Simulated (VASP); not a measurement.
# MoS2 (P-6m2) in VASP: a series of runs

MoS2 is run at these levels: revPBE, PBEsol, PBE; tasks: single point.

Everything below comes from runs of VASP 6.6.1. Logs are shortened: lines on timing, memory, paths and dates and some standing lists are left out, and cuts for length are marked.

## Step 1: The cell of the first run

Symmetry: P-6m2, No. 187, hexagonal system. Conventional cell: a = 3.203 Å, b = 3.203 Å, c = 27.743 Å, α = 90.00°, β = 90.00°, γ = 120.00°. Mo (site symmetry 3m) has 6 S at 2.42 Å and 6 Mo at 3.20 Å within 3.3 Å. Mo (site symmetry -6m2) has 6 S at 2.42 Å and 6 Mo at 3.20 Å within 3.3 Å. Within 3.3 Å of S (site symmetry 3m) lie 3 Mo at 2.42 Å and 7 S at 3.13 to 3.20 Å. S (site symmetry 3m) has 3 Mo at 2.42 Å and 7 S at 3.13 to 3.20 Å within 3.3 Å. S (site symmetry 3m) has 3 Mo at 2.42 Å and 7 S at 3.13 to 3.20 Å within 3.3 Å.

## Step 2: Single point, revPBE

Contents of INCAR:

```
SYSTEM = MoS2
ALGO = Normal ; EDIFF = 1E-6
ENCUT = 500 ; GGA = RE
GGA_COMPAT = .FALSE. ; ISIF = 2
ISMEAR = -1 ; LASPH = .TRUE.
LCHARG = .FALSE. ; LREAL = .FALSE.
LWAVE = .FALSE. ; NBANDS = 49
NELM = 120 ; PREC = Accurate
SIGMA = 0.05
```

Contents of KPOINTS:

```
k-points
0
G
  10 10 1
  0 0 0
```

Contents of POSCAR:

```
MoS2
1.0
    3.2032372800      0.0000000000      0.0000000000
   -1.6016186400      2.7740848589      0.0000000000
    0.0000000000      0.0000000000     27.7426826006
Mo S
3 6
Direct
    0.3333333333      0.6666666667      0.3332004258
    0.3333333333      0.6666666667      0.6667995742
    0.6666666667      0.3333333333      0.0000000000
    0.6666666667      0.3333333333      0.2768413296
    0.6666666667      0.3333333333      0.6104400783
    0.3333333333      0.6666666667      0.9436409970
    0.6666666667      0.3333333333      0.3895599217
    0.6666666667      0.3333333333      0.7231586704
    0.3333333333      0.6666666667      0.0563590030
```

Potentials or basis: VASP PAW PBE potentials, release 64 (Mo_sv, S).

On the command line:

```
> cat potpaw_PBE.64/Mo_sv/POTCAR potpaw_PBE.64/S/POTCAR > POTCAR
> mpirun -np 1 vasp_std > vasp.out
```

OUTCAR:

```text
SYSTEM = MoS2
   EDIFF = 1E-6
   ENCUT = 500
   GGA = RE
   ISIF = 2
   ISMEAR = -1
   LASPH = .TRUE.
   LREAL = .FALSE.
   NELM = 120
   PREC = Accurate

 ion  position               nearest neighbor table
   1  0.333  0.667  0.333-   4 2.42   4 2.42   4 2.42   7 2.42   7 2.42   7 2.42
   2  0.333  0.667  0.667-   8 2.42   8 2.42   8 2.42   5 2.42   5 2.42   5 2.42
   3  0.667  0.333  0.000-   6 2.42   9 2.42   6 2.42   9 2.42   6 2.42   9 2.42
   4  0.667  0.333  0.277-   1 2.42   1 2.42   1 2.42
   5  0.667  0.333  0.610-   2 2.42   2 2.42   2 2.42
   6  0.333  0.667  0.944-   3 2.42   3 2.42   3 2.42
   7  0.667  0.333  0.390-   1 2.42   1 2.42   1 2.42
   8  0.667  0.333  0.723-   2 2.42   2 2.42   2 2.42
   9  0.333  0.667  0.056-   3 2.42   3 2.42   3 2.42

  LATTYP: Found a hexagonal cell.
 ALAT       =     3.2032372800
 C/A-ratio  =     8.6608265875

  Lattice vectors:

 A1 = (   3.2032372800,   0.0000000000,   0.0000000000)
 A2 = (  -1.6016186400,   2.7740848589,   0.0000000000)
 A3 = (   0.0000000000,   0.0000000000,  27.7426826006)

Analysis of symmetry for initial positions (statically):
=====================================================================
 Subroutine PRICEL returns:
 Original cell was already a primitive cell.

 Routine SETGRP: Setting up the symmetry group for a
 hexagonal supercell.

 Subroutine GETGRP returns: Found 12 space group operations
 (whereof 12 operations were pure point group operations)
 out of a pool of 24 trial point group operations.

The static configuration has the point symmetry D_3h.

Analysis of symmetry for dynamics (positions and initial velocities):
=====================================================================
 Subroutine PRICEL returns:
 Original cell was already a primitive cell.

 Routine SETGRP: Setting up the symmetry group for a
 hexagonal supercell.

 Subroutine GETGRP returns: Found 12 space group operations
 (whereof 12 operations were pure point group operations)
 out of a pool of 24 trial point group operations.

The dynamic configuration has the point symmetry D_3h.

 Subroutine INISYM returns: Found 12 space group operations
 (whereof 12 operations are pure point group operations),
 and found     1 'primitive' translations

----------------------------------------------------------------------------------------

                                     Primitive cell

  volume of cell :     246.5229

  direct lattice vectors                    reciprocal lattice vectors
     3.203237280  0.000000000  0.000000000     0.312184179  0.180239620  0.000000000
    -1.601618640  2.774084859  0.000000000     0.000000000  0.360479239  0.000000000
     0.000000000  0.000000000 27.742682601     0.000000000  0.000000000  0.036045541

  length of vectors
     3.203237280  3.203237280 27.742682601     0.360479239  0.360479239  0.036045541

  position of ions in fractional coordinates (direct lattice)
     0.333333333  0.666666667  0.333200426
     0.333333333  0.666666667  0.666799574
     0.666666667  0.333333333  0.000000000
     0.666666667  0.333333333  0.276841330
     0.666666667  0.333333333  0.610440078
     0.333333333  0.666666667  0.943640997
     0.666666667  0.333333333  0.389559922
     0.666666667  0.333333333  0.723158670
     0.333333333  0.666666667  0.056359003

  ion indices of the primitive-cell ions
   primitive index   ion index
                 1           1
                 2           2
                 3           3
                 4           4
                 5           5
                 6           6
                 7           7
                 8           8
                 9           9

----------------------------------------------------------------------------------------

 KPOINTS: k-points

Automatic generation of k-mesh.
 Grid dimensions read from file:
 generate k-points for:   10   10    1

 Generating k-lattice:

  Cartesian coordinates                     Fractional coordinates (reciprocal lattice)
     0.031218418  0.018023962  0.000000000     0.100000000  0.000000000  0.000000000
     0.000000000  0.036047924  0.000000000     0.000000000  0.100000000  0.000000000
     0.000000000  0.000000000  0.036045541     0.000000000  0.000000000  1.000000000

  Length of vectors
     0.036047924  0.036047924  0.036045541

  Shift w.r.t. Gamma in fractional coordinates (k-lattice)
     0.000000000  0.000000000  0.000000000

 Subroutine IBZKPT returns following result:
 ===========================================

 Found     14 irreducible k-points:

 Following reciprocal coordinates:
            Coordinates               Weight
  0.000000  0.000000  0.000000      1.000000
  0.100000  0.000000  0.000000      6.000000
  0.200000  0.000000  0.000000      6.000000
  0.300000  0.000000  0.000000      6.000000
  0.400000  0.000000  0.000000      6.000000
  0.500000  0.000000  0.000000      3.000000
  0.100000  0.100000  0.000000      6.000000
  0.200000  0.100000  0.000000     12.000000
  0.300000  0.100000  0.000000     12.000000
  0.400000  0.100000  0.000000     12.000000
  0.200000  0.200000  0.000000      6.000000
  0.300000  0.200000  0.000000     12.000000
  0.400000  0.200000  0.000000      6.000000
  0.300000  0.300000  0.000000      6.000000
   k-points           NKPTS =     14   k-points in BZ     NKDIM =     14   number of bands    NBANDS=     49
   number of dos      NEDOS =    301   number of ions     NIONS =      9
   total plane-waves  NPLWV = 120960
   dimension x,y,z NGX =    24 NGY =   24 NGZ =  210
   dimension x,y,z NGXF=    48 NGYF=   48 NGZF=  420
   ions per type =               3   6
   NGX,Y,Z   is equivalent  to a cutoff of  12.46, 12.46, 12.58 a.u.
   NGXF,Y,Z  is equivalent  to a cutoff of  24.91, 24.91, 25.17 a.u.
 SYSTEM =  MoS2
   PREC   = accura    normal or accurate (medium, high low for compatibility)
   ISTART =      0    job   : 0-new  1-cont  2-samecut
   ICHARG =      2    charge: 1-file 2-atom 10-const
   ISPIN  =      1    spin polarized calculation?
   LNONCOLLINEAR =      F non collinear calculations
   LSORBIT =      F    spin-orbit coupling
   LASPH  =      T    aspherical Exc in radial PAW
   ENCUT  =  500.0 eV  36.75 Ry    6.06 a.u.   5.84  5.84 50.58*2*pi/ulx,y,z
   NELM   =    120;   NELMIN=  2; NELMDL= -5     # of ELM steps
   EDIFF  = 0.1E-05   stopping-criterion for ELM
   LREAL  =      F    real-space projection
   EDIFFG = 0.1E-04   stopping-criterion for IOM
   NSW    =      0    number of steps for IOM
   IBRION =     -1    ionic relax: 0-MD 1-quasi-New 2-CG
   NFREE  =      0    steps in history (QN), initial steepest desc. (CG)
   ISIF   =      2    stress and relaxation
   ISYM   =      2    0-nonsym 1-usesym 2-fastsym
   POTIM  = 0.5000    time-step for ionic-motion
   TEBEG  =    0.0;   TEEND  =   0.0 temperature during run
   PSTRESS=    0.0 pullay stress
   NELECT =      78.0000    total number of electrons
   NUPDOWN=      -1.0000    fix difference up-down
   EMIN   =  10.00;   EMAX   =-10.00  energy-range for DOS
   EFERMI =   0.00;   METHOD = LEGACY
   ISMEAR =    -1;   SIGMA  =   0.05  broadening in eV -4-tet -1-fermi 0-gaus
   EFERMI_NEDOS =   21; number of points for ismear=-14 and -15
   IALGO  =     38    algorithm
   IMIX   =      4    mixing-type and parameters
     AMIX     =   0.40;   BMIX     =  1.00
     AMIX_MAG =   1.60;   BMIX_MAG =  1.00
  volume/ion in A,a.u.               =      27.39       184.85
  Fermi-wavevector in a.u.,A,eV,Ry     =   1.115545  2.108075 16.931656  1.244442
  Thomas-Fermi vector in A             =   2.252151
   LORBIT       =      0    0 simple, 1 ext, 2 COOP (PROOUT), +10 PAW based schemes
   GGA     = RE    functional components
   LHFCALC =     F    Hartree Fock is set to
   AEXX    =    0.0000 exact exchange contribution
   IVDW    =     0    specifies the selected vdW correction
   LEPSILON=     F    determine dielectric tensor
   LRPA    =     F    only Hartree local field effects (RPA)
 non-spin polarized calculation
  energy-cutoff  :      500.00
  volume of cell :      246.52
 maximum number of plane-waves:      6308
 NGX is ok and might be reduce to    24
   NGX = 11   NGY = 11   NGZ =101

 number of electron      78.0000000 magnetization

 Free energy of the ion-electron system (eV)
  ---------------------------------------------------
  ext. energy  EPLUGINS =         0.00000000
  ---------------------------------------------------
  free energy    TOTEN  =       -62.51800359 eV

  energy without entropy =      -62.51800357  energy(sigma->0) =      -62.51800358

 E-fermi :   3.3370     XC(G=0):  -7.7800

 val. band max:        2.5204473256   @ k =   0.0000   0.0000   0.0000
 cond. band min:       4.2154569957   @ k =   0.3000   0.3000   0.0000
 fundamental gap:      1.6950096702
 Fermi energy:         3.3370280693

 k-point     1 :       0.0000    0.0000    0.0000
  band No.  band energies     occupation
      1     -58.4350      2.00000
      2     -58.4350      2.00000
      3     -58.4349      2.00000
      4     -32.5560      2.00000
      5     -32.5560      2.00000
      6     -32.5560      2.00000
[... 41 lines left out ...]
     48       5.4145      0.00000
     49       5.4145      0.00000

 k-point     2 :       0.1000    0.0000    0.0000
  band No.  band energies     occupation
      1     -58.4317      2.00000
      2     -58.4317      2.00000
      3     -58.4317      2.00000
      4     -32.5495      2.00000
      5     -32.5495      2.00000
      6     -32.5495      2.00000
[... 41 lines left out ...]
     48       5.2599      0.00000
     49       5.4172      0.00000

 k-point     3 :       0.2000    0.0000    0.0000
  band No.  band energies     occupation
      1     -58.4232      2.00000
      2     -58.4232      2.00000
      3     -58.4232      2.00000
      4     -32.5323      2.00000
      5     -32.5323      2.00000
      6     -32.5323      2.00000
[... 41 lines left out ...]
     48       5.1272      0.00000
     49       5.9267      0.00000

 k-point     4 :       0.3000    0.0000    0.0000
  band No.  band energies     occupation
      1     -58.4126      2.00000
      2     -58.4126      2.00000
      3     -58.4126      2.00000
      4     -32.6045      2.00000
      5     -32.6045      2.00000
      6     -32.6045      2.00000
[... 457 lines left out ...]
     48       5.6632      0.00000
     49       6.9267      0.00000

 k-point    13 :       0.4000    0.2000    0.0000
  band No.  band energies     occupation
      1     -58.3981      2.00000
      2     -58.3981      2.00000
      3     -58.3981      2.00000
      4     -32.6818      2.00000
      5     -32.6818      2.00000
      6     -32.6818      2.00000
[... 41 lines left out ...]
     48       5.8086      0.00000
     49       6.9399      0.00000

 k-point    14 :       0.3000    0.3000    0.0000
  band No.  band energies     occupation
      1     -58.3971      2.00000
      2     -58.3971      2.00000
      3     -58.3971      2.00000
      4     -32.6509      2.00000
      5     -32.6509      2.00000
      6     -32.6509      2.00000
[... 41 lines left out ...]
     48       5.8071      0.00000
     49       7.1826      0.00000

------------------------ aborting loop because EDIFF is reached ----------------------------------------

  FORCE on cell =-STRESS in cart. coord.  units (eV):
  Direction    XX          YY          ZZ          XY          YZ          ZX
  --------------------------------------------------------------------------------------
  -------------------------------------------------------------------------------------
  Total       -0.1653216     -0.1653216     -0.2517776      0.0000000      0.0000000     -0.0000000
  in kB       -1.0744414     -1.0744414     -1.6363279      0.0000000      0.0000000     -0.0000000
  external PRESSURE =      -1.2617369 kB  Pullay stress =       0.0000000 kB

 VOLUME and BASIS-vectors are now :
 -----------------------------------------------------------------------------
  energy-cutoff  :      500.00
  volume of cell :      246.52
      direct lattice vectors                 reciprocal lattice vectors
     3.203237280  0.000000000  0.000000000     0.312184179  0.180239620  0.000000000
    -1.601618640  2.774084859  0.000000000     0.000000000  0.360479239  0.000000000
     0.000000000  0.000000000 27.742682601     0.000000000  0.000000000  0.036045541

 POSITION                                       TOTAL-FORCE (eV/Angst)
 -----------------------------------------------------------------------------------
     -0.00000      1.84939      9.24387        -0.000000     -0.000000      0.000182
     -0.00000      1.84939     18.49881        -0.000000     -0.000000     -0.000182
      1.60162      0.92469      0.00000        -0.000000      0.000000     -0.000000
      1.60162      0.92469      7.68032         0.000000      0.000000      0.018665
      1.60162      0.92469     16.93525         0.000000      0.000000      0.018818
     -0.00000      1.84939     26.17913         0.000000      0.000000      0.018642
      1.60162      0.92469     10.80744         0.000000      0.000000     -0.018818
      1.60162      0.92469     20.06236         0.000000      0.000000     -0.018665
     -0.00000      1.84939      1.56355         0.000000      0.000000     -0.018642
 -----------------------------------------------------------------------------------
    total drift:                                0.000000     -0.000000      0.000000

  FREE ENERGIE OF THE ION-ELECTRON SYSTEM (eV)
  ---------------------------------------------------
  free  energy   TOTEN  =       -62.5180035909 eV

  energy  without entropy=      -62.5180035747  energy(sigma->0) =      -62.51800358
```

Wall time 3.4 min (1 thread of Intel Xeon Platinum 8175M at 2.50GHz (Skylake/Cascade Lake), shared host); peak memory 0.39 GiB.

Results:

```yaml
Free_energy: -62.5180 eV
Pressure: -0.1 GPa
Largest_force: 0.019 eV/Å
Band_gap_on_the_k_mesh: 1.70 eV (least direct gap 1.88 eV)
```

Forces on the atoms (eV/Å):
```
Mo   0.000  0.000  0.000
Mo   0.000  0.000  0.000
Mo   0.000  0.000  0.000
S    0.000  0.000  0.019
S    0.000  0.000  0.019
S    0.000  0.000  0.019
S    0.000  0.000 -0.019
S    0.000  0.000 -0.019
S    0.000  0.000 -0.019
```

Levels at points of the mesh, in eV from the valence-band top:
```
           k point  band 37  band 38  band 39  band 40  band 41  band 42
(0.00, 0.00, 0.00)    -0.04     0.00     0.00     2.65     2.65     2.65
(0.50, 0.00, 0.00)    -0.67    -0.67    -0.67     2.13     2.13     2.13
```

Caveat: the PAW data sets were made with another functional, which shifts forces and pressure a little; an odd mesh through Γ misses points on the zone boundary, where band edges can lie.

## Step 3: Single point, PBEsol

This run uses another cell than the first one.

Contents of INCAR:

```
SYSTEM = MoS2
ALGO     = Normal         ! electronic algorithm
EDIFF    = 1E-6           ! SCF threshold, eV
ENCUT    = 520            ! plane-wave cutoff, eV
GGA      = PS             ! functional
ISIF     = 2              ! what is computed and relaxed
ISMEAR   = -1             ! smearing method
LASPH    = .True.         ! aspherical terms in the spheres
LCHARG   = .True.         ! write CHGCAR
LELF     = .True.         ! ELF
LREAL    = .False.        ! projectors in reciprocal space
LVHAR    = .True.       
LWAVE    = .False.        ! write WAVECAR
NBANDS   = 49             ! bands
NELM     = 60             ! most SCF steps
PREC     = Accurate       ! precision mode
SIGMA    = 0.05           ! smearing width, eV
```

Contents of KPOINTS:

```
k-points
0
Gamma
  10 10 1
  0 0 0
```

Contents of POSCAR:

```
MoS2
1.0
    3.1407400528      0.0000000000      0.0000000000
   -1.5703700264      2.7199606724      0.0000000000
    0.0000000000      0.0000000000     28.0138638039
Mo S
3 6
Direct
    0.3333333333      0.6666666667      0.2244448284
    0.3333333333      0.6666666667      0.7755551716
    0.6666666667      0.3333333333      0.0000000000
    0.6666666667      0.3333333333      0.1687799666
    0.6666666667      0.3333333333      0.7199403978
    0.3333333333      0.6666666667      0.9443398173
    0.6666666667      0.3333333333      0.2800596022
    0.6666666667      0.3333333333      0.8312200334
    0.3333333333      0.6666666667      0.0556601827
```

Potentials or basis: VASP PAW PBE potentials, release 64 (Mo_sv, S).

On the command line:

```
> cat potpaw_PBE.64/Mo_sv/POTCAR potpaw_PBE.64/S/POTCAR > POTCAR
> mpirun -np 1 vasp_std > vasp.out
```

It took 6.4 min on 1 thread of AMD EPYC 7R43 (Zen 3), shared host; peak memory 0.35 GiB.

The run converged. Its results:

| Item | Value |
| --- | --- |
| Free energy | -70.3311 eV |
| Largest force | 0.004 eV/Å |
| Band gap on the k mesh | 1.25 eV (least direct gap 2.00 eV) |

Forces in eV/Å, atoms in the order of the input:
```
Mo   0.000  0.000  0.001
Mo   0.000  0.000 -0.001
Mo   0.000  0.000  0.000
S    0.000  0.000 -0.003
S    0.000  0.000 -0.004
S    0.000  0.000 -0.001
S    0.000  0.000  0.004
S    0.000  0.000  0.003
S    0.000  0.000  0.001
```

Levels at points of the mesh, in eV from the valence-band top:
```tsv
k point	band 37	band 38	band 39	band 40	band 41	band 42
(0.00, 0.00, 0.00)	-0.82	-0.32	0.00	2.40	2.40	2.41
(0.50, 0.00, 0.00)	-1.19	-1.15	-1.13	1.92	1.93	1.94
```

Caveat: the PAW data sets were made with another functional, which shifts forces and pressure a little.

(Continued in part 2 of 2.)
